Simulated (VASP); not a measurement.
# Ti: relaxation of cell and atoms with PBE+D4

The system is Ti.

```
Ti
1.0
    -1.64100    1.64100    1.64100
     1.64100   -1.64100    1.64100
     1.64100    1.64100   -1.64100
Ti
1
Direct
  0.00000 0.00000 0.00000
```

* Program: VASP 6.6.1
* Task: relaxation of cell and atoms
* Functional: PBE
* Dispersion: D4
* Potentials or basis: VASP PAW PBE potentials, release 64 (Ti_sv)
* Cutoff: 600 eV
* k mesh: 11 × 11 × 11
* Occupations: fermi-dirac, width 0.05 eV
* Spin: no spin polarisation
* Dipole correction: no
* Further INCAR settings: ALGO = Normal; EDIFF = 1e-06; IBRION = 2; EDIFFG = -0.005; NSW = 80; ISIF = 3

| Property | Result |
| --- | --- |
| Relaxed volume | 16.89 Å³/atom |
| Relaxed cell | a = 2.800 Å, b = 2.800 Å, c = 2.800 Å, α = 109.47°, β = 109.47°, γ = 109.47° |
| Space group after relaxing (to 0.05 Å) | Im-3m (No. 229) |
| Energy gained by relaxing | 11.5 meV/atom |
| Ionic steps | 3 |
| Pressure after relaxing | 0.0 GPa |
| Band gap on the k mesh | zero (band 6 reaches 9.41 eV, above the bottom of band 7 at 7.76 eV) |
| Dispersion energy per atom | -0.207 eV |

The path:
| step | energy change (eV) | largest force (eV/Å) | pressure (GPa) | volume (Å³) |
| --- | --- | --- | --- | --- |
| 1 | 0.0000 | 0.0000 | -4.49 | 17.68 |
| 2 | -0.0072 | 0.0000 | 3.05 | 16.44 |
| 3 | -0.0115 | 0.0000 | 0.02 | 16.89 |

Final structure:
```xyz
1
Lattice="-1.6163 1.6163 1.6163 1.6163 -1.6163 1.6163 1.6163 1.6163 -1.6163" Properties=species:S:1:pos:R:3 pbc="T T T"
Ti    0.0000    0.0000    0.0000
```

Levels at points of the mesh, in eV from the Fermi level:
```
           k point  band 2  band 3  band 4  band 5  band 6  band 7  band 8  band 9  band 10
(0.00, 0.00, 0.00)  -32.29  -32.29  -32.29   -6.01    1.03    1.03    1.03    2.84     2.84
```

It took 43 s on 1 thread of Intel Xeon 8259CL, on a shared host, peak memory 0.12 GiB.

Caveat: pairwise dispersion overbinds metals, which lowers pressure and volume.
